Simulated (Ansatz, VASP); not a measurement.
# One calculation of Cs, two programs

File INCAR:

```
PREC     = Accurate       # precision mode
ENCUT    = 520            # plane-wave cutoff, eV
EDIFF    = 1E-7           # SCF threshold, eV
ISMEAR   = 0              # smearing method
SIGMA    = 0.1            # smearing width, eV
LREAL    = F              # projectors in reciprocal space
LASPH    = T              # aspherical terms in the spheres
NELM     = 100            # most SCF steps
ALGO     = Fast           # electronic algorithm
ISIF     = 2              # what is computed and relaxed
LWAVE    = F              # write WAVECAR
LCHARG   = T              # write CHGCAR
GGA      = PE             # functional
LELF     = T              # ELF
LVHAR    = T            
NBANDS   = 16             # bands
```

Contents of KPOINTS:

```
regular mesh
0
Gamma
  8 8 6
```

The input POSCAR:

```
Cs
1.0
    5.4110312566      0.0000000000      0.0000000000
    0.0000000000      5.4110312566      0.0000000000
    0.0000000000      0.0000000000      8.0592963019
Cs
2
Direct
    0.0000000000      0.0000000000      0.0000000000
    0.5000000000      0.5000000000      0.5000000000
```

Input for Ansatz:

```yaml
crystal:
  lattice:
    - [5.4110312566, 0.0, 0.0]
    - [0.0, 5.4110312566, 0.0]
    - [0.0, 0.0, 8.0592963019]
  atoms:
    - { symbol: Cs, position: [0.0, 0.0, 0.0] }
    - { symbol: Cs, position: [0.5, 0.5, 0.5] }
basis:
  ecutwfc: 420
kpoints:
  mp_grid: { grid: [8, 8, 6] }
hamiltonian:
  xc: pbe
scf:
  occupations: { method: gaussian, width: 0.1 }
output:
  forces: true
  stress: true
  eigenvalues: true
```

Change from the starting cell: strain along c alone, the other axes held, atoms relaxed: +1.0 %.

Alike in both runs: task single point; functional PBE; k mesh 8 × 8 × 6; occupations gaussian, width 0.1 eV; no spin polarisation.

|  | VASP | Ansatz |
| --- | --- | --- |
| version | VASP 6.6.1 | Ansatz 0.2.0 |
| potentials or method | VASP PAW PBE potentials, release 64 (Cs_sv), cutoff 520 eV | scalar-relativistic, plane waves, PAW |
| valence electrons in the cell | 18 | 18 |

|  | VASP | Ansatz | Ansatz less VASP |
| --- | --- | --- | --- |
| gap on the k mesh at the Fermi level (eV) | none | none | - |
| pressure (GPa) | 0.0 | 0.0 | +0.01 |

A gap of «none» marks a metal or a gap that the smearing closes.

Neither program's run includes spin-orbit coupling.
